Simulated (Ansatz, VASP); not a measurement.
# BaZrO3: VASP beside Ansatz

```xyz
5
Lattice="4.1606 0.0000 0.0000 -2.0803 3.6031 0.0000 0.0000 0.0000 7.8228" Properties=species:S:1:pos:R:3 pbc="T T T"
Ba    0.0000    0.0000    3.9114
Zr    0.0000    2.4021    0.0000
O     2.0803    1.2010    3.9114
O     0.0000    2.4021    5.9283
O     0.0000    2.4021    1.8945
```

Alike in both runs: functional PBE; k mesh 12 × 12 × 6; occupations gaussian, width 0.1 eV; no spin polarisation.

Ansatz relaxed the structure, and its values are those at the end. VASP's run is a single point on that final structure, the one shown.

|  | VASP | Ansatz |
| --- | --- | --- |
| version | VASP 6.6.1 | Ansatz 0.2.0 |
| potentials or method | VASP PAW PBE potentials, release 64 (Ba_sv, Zr_sv, O), cutoff 520 eV | scalar-relativistic, plane waves, PAW |
| valence electrons in the cell | 40 | 40 |

|  | VASP | Ansatz | Ansatz less VASP |
| --- | --- | --- | --- |
| gap on the k mesh at the Fermi level (eV) | none | none | - |
| pressure (GPa) | 1.1 | 0.0 | -1.08 |
| rms of the force components (eV/Å) | 0.046 | 0.000 | -0.0459 |

A gap of «none» marks a metal or a gap that the smearing closes.

Spin-orbit coupling is off throughout.
